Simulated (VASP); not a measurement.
# TaS2 (P-3m1) in VASP: notebook

Runs on TaS2. Level: LDA. Tasks: single point.

Program: VASP 6.6.1. These are calculated values, not measurements. Logs are shortened: lines on timing, memory, paths and dates and some standing lists are left out, and cuts for length are marked.

**1. The cell of the first run**

It takes space group P-3m1 (No. 164, trigonal). Conventional cell: a = 3.350 Å, b = 3.350 Å, c = 5.860 Å, α = 90.00°, β = 90.00°, γ = 120.00°. Within 3.2 Å of Ta (site symmetry -3m) lie 6 S at 2.43 Å. S (site symmetry 3m) has 3 Ta at 2.43 Å within 3.2 Å.

**2. Single point, LDA**

Contents of INCAR:

```
ALGO = Normal
EDIFF = 1E-6
ENCUT = 500
GGA_COMPAT = False
ISIF = 2
ISMEAR = -1
LASPH = True
LCHARG = False
LREAL = False
LWAVE = False
NBANDS = 18
NELM = 120
PREC = Accurate
SIGMA = 0.03
```

Contents of KPOINTS:

```
k-points
0
Gamma
  9 9 5
```

Contents of POSCAR:

```
TaS2
1.0
    3.3500021206      0.0000000000      0.0000000000
   -1.6750010603      2.9011869392      0.0000000000
    0.0000000000      0.0000000000      5.8600000000
Ta S
1 2
Direct
    0.0000000000      0.0000000000      0.0000000000
    0.3333333333      0.6666666667      0.2500000000
    0.6666666667      0.3333333333      0.7500000000
```

Potentials or basis: VASP PAW LDA potentials, release 64 (Ta_pv, S).

The run is started by

```console
> cat potpaw_LDA.64/Ta_pv/POTCAR potpaw_LDA.64/S/POTCAR > POTCAR
> mpirun -np 1 vasp_std > vasp.out
```

OUTCAR:

```text
EDIFF = 1E-6
   ENCUT = 500
   ISIF = 2
   ISMEAR = -1
   LASPH = True
   LREAL = False
   NELM = 120
   PREC = Accurate

 ion  position               nearest neighbor table
   1  0.000  0.000  0.000-   2 2.43   3 2.43   3 2.43   2 2.43   3 2.43   2 2.43
   2  0.333  0.667  0.250-   1 2.43   1 2.43   1 2.43
   3  0.667  0.333  0.750-   1 2.43   1 2.43   1 2.43

  LATTYP: Found a hexagonal cell.
 ALAT       =     3.3500021206
 C/A-ratio  =     1.7492526240

  Lattice vectors:

 A1 = (   3.3500021206,   0.0000000000,   0.0000000000)
 A2 = (  -1.6750010603,   2.9011869392,   0.0000000000)
 A3 = (   0.0000000000,   0.0000000000,   5.8600000000)

Analysis of symmetry for initial positions (statically):
=====================================================================
 Subroutine PRICEL returns:
 Original cell was already a primitive cell.

 Routine SETGRP: Setting up the symmetry group for a
 hexagonal supercell.

 Subroutine GETGRP returns: Found 12 space group operations
 (whereof 12 operations were pure point group operations)
 out of a pool of 24 trial point group operations.

The static configuration has the point symmetry D_3d.

Analysis of symmetry for dynamics (positions and initial velocities):
=====================================================================
 Subroutine PRICEL returns:
 Original cell was already a primitive cell.

 Routine SETGRP: Setting up the symmetry group for a
 hexagonal supercell.

 Subroutine GETGRP returns: Found 12 space group operations
 (whereof 12 operations were pure point group operations)
 out of a pool of 24 trial point group operations.

The dynamic configuration has the point symmetry D_3d.

 Subroutine INISYM returns: Found 12 space group operations
 (whereof 12 operations are pure point group operations),
 and found     1 'primitive' translations

----------------------------------------------------------------------------------------

                                     Primitive cell

  volume of cell :      56.9532

  direct lattice vectors                    reciprocal lattice vectors
     3.350002121  0.000000000  0.000000000     0.298507274  0.172343255  0.000000000
    -1.675001060  2.901186939  0.000000000     0.000000000  0.344686510  0.000000000
     0.000000000  0.000000000  5.860000000     0.000000000  0.000000000  0.170648464

  length of vectors
     3.350002121  3.350002121  5.860000000     0.344686510  0.344686510  0.170648464

  position of ions in fractional coordinates (direct lattice)
     0.000000000  0.000000000  0.000000000
     0.333333333  0.666666667  0.250000000
     0.666666667  0.333333333  0.750000000

  ion indices of the primitive-cell ions
   primitive index   ion index
                 1           1
                 2           2
                 3           3

----------------------------------------------------------------------------------------

 KPOINTS: k-points

Automatic generation of k-mesh.
 Grid dimensions read from file:
 generate k-points for:    9    9    5

 Generating k-lattice:

  Cartesian coordinates                     Fractional coordinates (reciprocal lattice)
     0.033167475  0.019149251  0.000000000     0.111111111  0.000000000  0.000000000
     0.000000000  0.038298501  0.000000000     0.000000000  0.111111111  0.000000000
     0.000000000  0.000000000  0.034129693     0.000000000  0.000000000  0.200000000

  Length of vectors
     0.038298501  0.038298501  0.034129693

  Shift w.r.t. Gamma in fractional coordinates (k-lattice)
     0.000000000  0.000000000  0.000000000

 Subroutine IBZKPT returns following result:
 ===========================================

 Found     50 irreducible k-points:

 Following reciprocal coordinates:
            Coordinates               Weight
  0.000000  0.000000  0.000000      1.000000
  0.111111  0.000000  0.000000      6.000000
  0.222222  0.000000  0.000000      6.000000
  0.333333 -0.000000  0.000000      6.000000
  0.444444  0.000000  0.000000      6.000000
  0.111111  0.111111  0.000000      6.000000
[... 16 lines left out ...]
  0.222222  0.111111  0.200000     12.000000
 -0.111111  0.333333  0.200000     12.000000
 [... further k-points ...]
   k-points           NKPTS =     50   k-points in BZ     NKDIM =     50   number of bands    NBANDS=     18
   number of dos      NEDOS =    301   number of ions     NIONS =      3
   total plane-waves  NPLWV =  27648
   dimension x,y,z NGX =    24 NGY =   24 NGZ =   48
   dimension x,y,z NGXF=    48 NGYF=   48 NGZF=   96
   ions per type =               1   2
   NGX,Y,Z   is equivalent  to a cutoff of  11.91, 11.91, 13.62 a.u.
   NGXF,Y,Z  is equivalent  to a cutoff of  23.82, 23.82, 27.23 a.u.
 SYSTEM =  unknown system
   PREC   = accura    normal or accurate (medium, high low for compatibility)
   ISTART =      0    job   : 0-new  1-cont  2-samecut
   ICHARG =      2    charge: 1-file 2-atom 10-const
   ISPIN  =      1    spin polarized calculation?
   LNONCOLLINEAR =      F non collinear calculations
   LSORBIT =      F    spin-orbit coupling
   LASPH  =      T    aspherical Exc in radial PAW
   ENCUT  =  500.0 eV  36.75 Ry    6.06 a.u.   6.11  6.11 10.68*2*pi/ulx,y,z
   NELM   =    120;   NELMIN=  2; NELMDL= -5     # of ELM steps
   EDIFF  = 0.1E-05   stopping-criterion for ELM
   LREAL  =      F    real-space projection
   EDIFFG = 0.1E-04   stopping-criterion for IOM
   NSW    =      0    number of steps for IOM
   IBRION =     -1    ionic relax: 0-MD 1-quasi-New 2-CG
   NFREE  =      0    steps in history (QN), initial steepest desc. (CG)
   ISIF   =      2    stress and relaxation
   ISYM   =      2    0-nonsym 1-usesym 2-fastsym
   POTIM  = 0.5000    time-step for ionic-motion
   TEBEG  =    0.0;   TEEND  =   0.0 temperature during run
   PSTRESS=    0.0 pullay stress
   NELECT =      23.0000    total number of electrons
   NUPDOWN=      -1.0000    fix difference up-down
   EMIN   =  10.00;   EMAX   =-10.00  energy-range for DOS
   EFERMI =   0.00;   METHOD = LEGACY
   ISMEAR =    -1;   SIGMA  =   0.03  broadening in eV -4-tet -1-fermi 0-gaus
   EFERMI_NEDOS =   21; number of points for ismear=-14 and -15
   IALGO  =     38    algorithm
   IMIX   =      4    mixing-type and parameters
     AMIX     =   0.40;   BMIX     =  1.00
     AMIX_MAG =   1.60;   BMIX_MAG =  1.00
  volume/ion in A,a.u.               =      18.98       128.11
  Fermi-wavevector in a.u.,A,eV,Ry     =   1.210072  2.286705 19.922669  1.464275
  Thomas-Fermi vector in A             =   2.345630
   LORBIT       =      0    0 simple, 1 ext, 2 COOP (PROOUT), +10 PAW based schemes
   GGA     = CA    functional components
   LHFCALC =     F    Hartree Fock is set to
   AEXX    =    0.0000 exact exchange contribution
   IVDW    =     0    specifies the selected vdW correction
   LEPSILON=     F    determine dielectric tensor
   LRPA    =     F    only Hartree local field effects (RPA)
 non-spin polarized calculation
  energy-cutoff  :      500.00
  volume of cell :       56.95
 maximum number of plane-waves:      1464
   NGX = 13   NGY = 13   NGZ = 21

 number of electron      23.0000003 magnetization

 Free energy of the ion-electron system (eV)
  ---------------------------------------------------
  ext. energy  EPLUGINS =         0.00000000
  ---------------------------------------------------
  free energy    TOTEN  =       -25.43776163 eV

  energy without entropy =      -25.43130601  energy(sigma->0) =      -25.43453382

 E-fermi :   5.4790     XC(G=0): -10.8204

 val. band max:        5.4774207570   @ k =   0.0000   0.0000   0.2000
 cond. band min:       5.4874677528   @ k =   0.0000   0.0000   0.0000
 fundamental gap:      0.0100469958
 Fermi energy:         5.4790405752

 k-point     1 :       0.0000    0.0000    0.0000
  band No.  band energies     occupation
      1     -29.5558      2.00000
      2     -29.5299      2.00000
      3     -29.5299      2.00000
      4      -9.5480      2.00000
      5      -7.4309      2.00000
      6      -1.4841      2.00000
[... 10 lines left out ...]
     17      10.7016      0.00000
     18      10.9207      0.00000

 k-point     2 :       0.1111    0.0000    0.0000
  band No.  band energies     occupation
      1     -29.5671      2.00000
      2     -29.5486      2.00000
      3     -29.5383      2.00000
      4      -9.3532      2.00000
      5      -7.4421      2.00000
      6      -1.2519      2.00000
[... 10 lines left out ...]
     17      11.6107      0.00000
     18      11.7906      0.00000

 k-point     3 :       0.2222    0.0000    0.0000
  band No.  band energies     occupation
      1     -29.6599      2.00000
      2     -29.5596      2.00000
      3     -29.5306      2.00000
      4      -8.8255      2.00000
      5      -7.4667      2.00000
      6      -0.6334      2.00000
[... 10 lines left out ...]
     17      12.5893      0.00000
     18      13.0168      0.00000

 k-point     4 :       0.3333   -0.0000    0.0000
  band No.  band energies     occupation
      1     -29.7634      2.00000
      2     -29.5836      2.00000
      3     -29.5100      2.00000
      4      -8.1745      2.00000
      5      -7.4407      2.00000
      6      -0.4372      2.00000
[... 375 lines left out ...]
      4      -8.9133      2.00000
      5      -7.5872      2.00000
      6      -0.5906      2.00000
[... 10 lines left out ...]
     17      12.8092      0.00000
     18      13.0454      0.00000

 k-point    23 :       0.2222    0.1111    0.2000
  band No.  band energies     occupation
      1     -29.7189      2.00000
      2     -29.5871      2.00000
      3     -29.5167      2.00000
      4      -8.2849      2.00000
      5      -7.5986      2.00000
      6      -0.0001      2.00000
[... 10 lines left out ...]
     17      13.1537      0.00000
     18      13.3684      0.00000

 k-point    24 :      -0.1111    0.3333    0.2000
  band No.  band energies     occupation
      1     -29.7189      2.00000
      2     -29.5871      2.00000
      3     -29.5167      2.00000
      4      -8.3423      2.00000
      5      -7.5154      2.00000
      6      -0.3745      2.00000
[... 10 lines left out ...]
     17      12.1786      0.00000
     18      12.9176      0.00000

 [... further k-points ...]
[... 5 lines left out ...]
  --------------------------------------------------------------------------------------
  -------------------------------------------------------------------------------------
  Total        0.0046509      0.0046509      1.8370040      0.0000000     -0.0000000      0.0000000
  in kB        0.1308380      0.1308380     51.6775915      0.0000000     -0.0000000      0.0000000
  external PRESSURE =      17.3130891 kB  Pullay stress =       0.0000000 kB

 VOLUME and BASIS-vectors are now :
 -----------------------------------------------------------------------------
  energy-cutoff  :      500.00
  volume of cell :       56.95
      direct lattice vectors                 reciprocal lattice vectors
     3.350002121  0.000000000  0.000000000     0.298507274  0.172343255  0.000000000
    -1.675001060  2.901186939  0.000000000     0.000000000  0.344686510  0.000000000
     0.000000000  0.000000000  5.860000000     0.000000000  0.000000000  0.170648464

 POSITION                                       TOTAL-FORCE (eV/Angst)
 -----------------------------------------------------------------------------------
      0.00000      0.00000      0.00000        -0.000000     -0.000000      0.000000
     -0.00000      1.93412      1.46500         0.000000      0.000000      0.828968
      1.67500      0.96706      4.39500        -0.000000      0.000000     -0.828968
 -----------------------------------------------------------------------------------
    total drift:                               -0.000000      0.000000      0.000000

  FREE ENERGIE OF THE ION-ELECTRON SYSTEM (eV)
  ---------------------------------------------------
  free  energy   TOTEN  =       -25.4377616305 eV

  energy  without entropy=      -25.4313060140  energy(sigma->0) =      -25.43453382
```

Run time: 24 s. Hardware: 1 thread of Intel Xeon 6455B, shared host; peak memory 0.18 GiB.

What came out:

| Property | Result |
| --- | --- |
| Free energy | -25.4378 eV |
| Pressure | 1.7 GPa |
| Largest force | 0.829 eV/Å |

Forces in eV/Å, atoms in the order of the input:
```
Ta   0.000  0.000  0.000
S    0.000  0.000  0.829
S    0.000  0.000 -0.829
```

Stress tensor (GPa, compression positive):
```
0.01 0.00 0.00
0.00 0.01 0.00
0.00 0.00 5.17
```

Caveat: spin-orbit coupling is left out, which moves the levels of the heavy elements.

**3. Single point, LDA (zz strain of -3 %)**

Contents of INCAR:

```
SYSTEM = TaS2
ALGO = Normal
EDIFF = 1E-6
ENCUT = 500
GGA = CA
GGA_COMPAT = .False.
ISIF = 2
ISMEAR = -1
LASPH = .True.
LCHARG = .False.
LREAL = .False.
LWAVE = .False.
NBANDS = 18
NELM = 120
PREC = Accurate
SIGMA = 0.03
```

Contents of KPOINTS:

```
k-points
0
Gamma
  9 9 5
  0 0 0
```

Changes to POSCAR since step 2:

```diff
@@ -4,3 +4,3 @@
    -1.6750010603      2.9011869392      0.0000000000
-    0.0000000000      0.0000000000      5.8600000000
+    0.0000000000      0.0000000000      5.6842000000
 Ta S
```

Potentials or basis: VASP PAW LDA potentials, release 64 (Ta_pv, S).

The run is started by

```console
> cat potpaw_LDA.64/Ta_pv/POTCAR potpaw_LDA.64/S/POTCAR > POTCAR
> mpirun -np 1 vasp_std > vasp.out
```

OUTCAR:

```text
SYSTEM = TaS2
   EDIFF = 1E-6
   ENCUT = 500
   GGA = CA
   ISIF = 2
   ISMEAR = -1
   LASPH = .True.
   LREAL = .False.
   NELM = 120
   PREC = Accurate

 ion  position               nearest neighbor table
   1  0.000  0.000  0.000-   2 2.40   3 2.40   3 2.40   2 2.40   3 2.40   2 2.40
   2  0.333  0.667  0.250-   1 2.40   1 2.40   1 2.40
   3  0.667  0.333  0.750-   1 2.40   1 2.40   1 2.40

  LATTYP: Found a hexagonal cell.
 ALAT       =     3.3500021206
 C/A-ratio  =     1.6967750453

  Lattice vectors:

[... 676 lines left out ...]
      6      -0.2295      2.00000
[... 10 lines left out ...]
     17      12.6645      0.00000
     18      13.2518      0.00000

 [... further k-points ...]
[... 5 lines left out ...]
  --------------------------------------------------------------------------------------
  -------------------------------------------------------------------------------------
  Total        1.3032480      1.3032480      4.0438884      0.0000000     -0.0000000      0.0000000
  in kB       37.7961445     37.7961446    117.2788234      0.0000000     -0.0000000      0.0000000
  external PRESSURE =      64.2903708 kB  Pullay stress =       0.0000000 kB

 VOLUME and BASIS-vectors are now :
 -----------------------------------------------------------------------------
  energy-cutoff  :      500.00
  volume of cell :       55.24
      direct lattice vectors                 reciprocal lattice vectors
     3.350002121  0.000000000  0.000000000     0.298507274  0.172343255  0.000000000
    -1.675001060  2.901186939  0.000000000     0.000000000  0.344686510  0.000000000
     0.000000000  0.000000000  5.684200000     0.000000000  0.000000000  0.175926252

 POSITION                                       TOTAL-FORCE (eV/Angst)
 -----------------------------------------------------------------------------------
      0.00000      0.00000      0.00000         0.000000      0.000000      0.000000
     -0.00000      1.93412      1.42105        -0.000000      0.000000      1.559690
      1.67500      0.96706      4.26315         0.000000     -0.000000     -1.559690
 -----------------------------------------------------------------------------------
    total drift:                               -0.000000      0.000000      0.000000

  FREE ENERGIE OF THE ION-ELECTRON SYSTEM (eV)
  ---------------------------------------------------
  free  energy   TOTEN  =       -25.3477969757 eV

  energy  without entropy=      -25.3416004606  energy(sigma->0) =      -25.34469872
```

OSZICAR:

```text
N       E                     dE             d eps       ncg     rms          rms(c)
DAV:   1     0.142655152729E+03    0.14266E+03   -0.11303E+04  1800   0.112E+03
DAV:   2    -0.207954197030E+02   -0.16345E+03   -0.16054E+03  2304   0.284E+02
DAV:   3    -0.267789029877E+02   -0.59835E+01   -0.59463E+01  2390   0.524E+01
DAV:   4    -0.268411383263E+02   -0.62235E-01   -0.62196E-01  2288   0.589E+00
DAV:   5    -0.268421570063E+02   -0.10187E-02   -0.10186E-02  2314   0.743E-01    0.219E+01
DAV:   6    -0.254868665279E+02    0.13553E+01   -0.49171E+00  2068   0.139E+01    0.111E+01
DAV:   7    -0.253659326022E+02    0.12093E+00   -0.60195E-01  1976   0.454E+00    0.448E+00
DAV:   8    -0.253514073569E+02    0.14525E-01   -0.11574E-01  2228   0.205E+00    0.104E+00
DAV:   9    -0.253480291870E+02    0.33782E-02   -0.72912E-03  2244   0.597E-01    0.401E-01
DAV:  10    -0.253477890248E+02    0.24016E-03   -0.26064E-03  2040   0.301E-01    0.806E-02
DAV:  11    -0.253477970165E+02   -0.79917E-05   -0.18404E-04  1948   0.807E-02    0.274E-02
DAV:  12    -0.253477973347E+02   -0.31814E-06   -0.16566E-05  2194   0.300E-02    0.117E-02
DAV:  13    -0.253477969757E+02    0.35900E-06   -0.35173E-06  1820   0.125E-02
   1 F= -.25347797E+02 E0= -.25344699E+02  d E =-.619652E-02
```

stdout:

```text
POSCAR found type information on POSCAR TaS
 POSCAR found :  2 types and       3 ions
 scaLAPACK will be used
 LDA part: xc-table for (Slater(with rela. corr.)+CA(PZ))
 , standard interpolation
 POSCAR, INCAR and KPOINTS ok, starting setup
 FFT: planning ... GRIDC
 FFT: planning ... GRID_SOFT
 FFT: planning ... GRID
 WAVECAR not read
 entering main loop
```

Wall time 25 s (1 thread of Intel Xeon Platinum 8259CL at 2.50GHz (Skylake/Cascade Lake), shared host); peak memory 0.17 GiB.

What came out:

| Item | Value |
| --- | --- |
| Free energy | -25.3478 eV |
| Pressure | 6.4 GPa |
| Largest force | 1.560 eV/Å |

Forces on the atoms (eV/Å):
```
Ta   0.000  0.000  0.000
S    0.000  0.000  1.560
S    0.000  0.000 -1.560
```

Levels at points of the mesh, in eV from the Fermi level:
```csv
k point,band 10,band 11,band 12,band 13,band 14,band 15
"(0.00, 0.00, 0.00)",-0.80,-0.80,-0.09,-0.09,0.40,4.24
```

Caveat: the cell differs from its parent crystal (zz strain of -3 %); spin-orbit coupling is left out, which moves the levels of the heavy elements; forces of over 1 eV/Å act on the atoms, so gaps and moduli don't describe the material at rest.

(Continued in part 2 of 2.)
